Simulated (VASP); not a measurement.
Write the native input for VASP 6.6.1 that does the following.

| Item | Value |
| --- | --- |
| Task | single point |
| Functional | PBEsol |
| Potentials or basis | VASP PAW PBE potentials, release 64 (Ca_sv, O) |
| Cutoff | 520 eV |
| k mesh | 10 × 10 × 10 |
| Occupations | gaussian, width 0.01 eV |
| Spin | no spin polarisation |
| Dipole correction | no |
| Further INCAR settings | ALGO = Normal; EDIFF = 1e-06; NBANDS = 15 |

The structure of CaO lies in POSCAR:

```
CaO
1.0
    0.0000000000      2.3835762404      2.3835762404
    2.3835762404      0.0000000000      2.3835762404
    2.3835762404      2.3835762404      0.0000000000
Ca O
1 1
Direct
    0.0000000000      0.0000000000      0.0000000000
    0.5000000000      0.5000000000      0.5000000000
```

The input as run:

INCAR

```
SYSTEM = CaO
PREC = Accurate
ENCUT = 520
EDIFF = 1E-6
ISMEAR = 0
SIGMA = 0.01
LREAL = .False.
LASPH = .True.
NELM = 80
ALGO = Normal
ISIF = 2
LWAVE = .False.
LCHARG = .True.
GGA = PS
LELF = .True.
LVHAR = .True.
NBANDS = 15
```

KPOINTS

```
regular mesh
0
Gamma
  10 10 10
  0 0 0
```

Potentials or basis: VASP PAW PBE potentials, release 64 (Ca_sv, O).

Run with:

```bash
$ cat potpaw_PBE.64/Ca_sv/POTCAR potpaw_PBE.64/O/POTCAR > POTCAR
$ mpirun -np 1 vasp_std > vasp.out
```

Results of the run:

```json
{"Pressure": "0.6 GPa", "Band gap on the k mesh": "3.52 eV (least direct gap 3.89 eV)"}
```

Caveat: the PAW data sets were made with another functional, which shifts forces and pressure a little.

It took 36 s on 1 thread of Intel Xeon 8259CL, with other jobs on the host, peak memory 0.16 GiB.
